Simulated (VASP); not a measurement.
Here is a VASP 6.6.1 calculation.

Contents of INCAR:

```
  PREC = Accurate
  ENCUT = 520
  EDIFF = 1E-6
  ISMEAR = 0
  SIGMA = 0.05
  LREAL = F
  LASPH = T
  NELM = 150
  ALGO = Fast
  ISIF = 2
  LWAVE = F
  LCHARG = T
  ISPIN = 2
  MAGMOM = 0 0 1
  LORBIT = 11
  LDIPOL = T
  IDIPOL = 3
  DIPOL = 0.5 0.5 0.327
  GGA = PE
  IVDW = 12
  LELF = T
  LVHAR = T
  LVACPOTAV = T
  NBANDS = 26
```

The input KPOINTS:

```
Automatic mesh
0
Gamma
  6 6 1
```

File POSCAR:

```
Bi2H
1.0
    4.2790193530      0.0000000000      0.0000000000
   -2.1395096765      3.7057394630      0.0000000000
    0.0000000000      0.0000000000     17.2471505494
Bi H
2 1
Direct
    0.3333333333      0.6666666667      0.3332231914
    0.6666666667      0.3333333333      0.2319223682
    0.5555555556      1.5555555556      0.4161887356
```

Potentials or basis: VASP PAW PBE potentials, release 64 (Bi_d, H).

Run with:

```bash
$ cat potpaw_PBE.64/Bi_d/POTCAR potpaw_PBE.64/H/POTCAR > POTCAR
$ mpirun -np 1 vasp_std > vasp.out
```

Problem. Predict the largest force.

Solution. 0.670 eV/Å.

Problem. Estimate the net moment.

Solution. 0.00 μB per cell.

Forces on the atoms (eV/Å):
```
Bi   0.359  0.001  0.566
Bi  -0.331 -0.097 -0.575
H   -0.029  0.096  0.009
```
